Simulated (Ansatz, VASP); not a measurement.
# One calculation of AlN, two programs

POSCAR

```
AlN
1.0
    3.1130000000      0.0000000000      0.0000000000
   -1.5565000000      2.6959400000      0.0000000000
    0.0000000000      0.0000000000      4.9810000000
Al N
2 2
Direct
    0.3333333333      0.6666666667      0.0000000000
    0.6666666667      0.3333333333      0.5000000000
    0.3333333333      0.6666666667      0.3800000000
    0.6666666667      0.3333333333      0.8800000000
```

File INCAR.step1:

```
PREC = Accurate ; ENCUT = 600
ISMEAR = 0 ; SIGMA = 0.01
LREAL = F ; LASPH = T
NELM = 80 ; GGA = PE
ALGO = Normal ; EDIFF = 1E-4
LWAVE = T ; LCHARG = F
```

The input INCAR.step2:

```
PREC = Accurate ; ENCUT = 600
EDIFF = 1E-6 ; ISMEAR = 0
SIGMA = 0.01 ; LREAL = F
LASPH = T ; NELM = 80
ALGO = Normal ; ISIF = 3
LWAVE = F ; LCHARG = F
METAGGA = R2SCAN ; LMIXTAU = T
IBRION = 2 ; NSW = 60
EDIFFG = -0.01 ; ISTART = 1
```

File KPOINTS:

```
regular mesh
0
Gamma
  12 12 4
```

Input for Ansatz:

```yaml
crystal:
  lattice:
    - [3.113, 0.0, 0.0]
    - [-1.5565, 2.69594, 0.0]
    - [0.0, 0.0, 4.981]
  atoms:
    - { symbol: Al, position: [0.3333333333333333, 0.6666666666666666, 0.0] }
    - { symbol: Al, position: [0.6666666666666666, 0.3333333333333333, 0.5] }
    - { symbol: "N", position: [0.3333333333333333, 0.6666666666666666, 0.38] }
    - { symbol: "N", position: [0.6666666666666666, 0.3333333333333333, 0.88] }
basis:
  ecutwfc: 571.4391111657479
kpoints:
  mp_grid:
    grid: [12, 12, 4]
hamiltonian:
  xc: r2scan
  dispersion: none
scf:
  occupations:
    method: fixed
relax:
  max_steps: 40
  cell: {}
```

Alike in both runs: task relaxation of cell and atoms; functional r2SCAN; k mesh 12 × 12 × 4; no spin polarisation.

```csv
,VASP,Ansatz
version,VASP 6.6.1,Ansatz 0.2.0
potentials or method,"VASP PAW PBE potentials, release 64 (Al, N), cutoff 600 eV","plane waves, PAW"
occupations,"gaussian, width 0.01 eV",fixed
valence electrons in the cell,16,16
```

Ansatz gave:

```
relaxed volume (Å³/atom)                                     : 10.40
relaxed cell length with the largest relative difference (Å) : 3.107
```

Estimate VASP's values.

relaxed volume (Å³/atom): 10.39; relaxed cell length with the largest relative difference (Å): 3.104.

VASP's potentials were made for PBE, not for r2SCAN.
